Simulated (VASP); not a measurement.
A run of VASP 6.6.1 is set up as follows.

The input INCAR:

```
SYSTEM = PrBOs4
ALGO = Normal ; EDIFF = 1E-7
ENCUT = 520 ; GGA = PE
ISIF = 2 ; ISMEAR = 0
LASPH = .TRUE. ; LCHARG = .FALSE.
LREAL = .FALSE. ; LWAVE = .FALSE.
NBANDS = 33 ; NELM = 100
PREC = Accurate ; SIGMA = 0.1
```

KPOINTS

```
k-points
0
G
  6 6 2
  0 0 0
```

File POSCAR:

```
PrBOs4
1.0
    3.6909313100      0.0000000000      0.0000000000
   -1.8454656600      3.1964402800      0.0000000000
    0.0000000000      0.0000000000      8.4551971500
Pr B Os
1 1 4
Direct
    0.0000000000      0.0000000000      0.5000000000
    0.0000000000      0.0000000000      0.0000000000
    0.3333333300      0.6666666700      0.5000000000
    0.6666666700      0.3333333300      0.5000000000
    0.0000000000      0.0000000000      0.7824908700
    0.0000000000      0.0000000000      0.2175091300
```

Potentials or basis: VASP PAW PBE potentials, release 64 (Pr, B, Os).

Launch:

```sh
$ cat potpaw_PBE.64/Pr/POTCAR potpaw_PBE.64/B/POTCAR potpaw_PBE.64/Os/POTCAR > POTCAR
$ mpirun -np 1 vasp_std > vasp.out
```

(1) What does it give for the largest force?

(2) Estimate the pressure.

(3) Predict the band gap on the k mesh.

Results:

(1) 0.163 eV/Å.

(2) 140.2 GPa.

(3) zero (bands 24 and 25 overlap by 1.31 eV).

Caveat: the k points lie up to 0.37 Å⁻¹ apart, too coarse for converged energies and pressures of a metal; spin-orbit coupling is left out, which moves the levels of the heavy elements; semilocal functionals describe open f shells poorly, which spoils levels, moments and volumes.
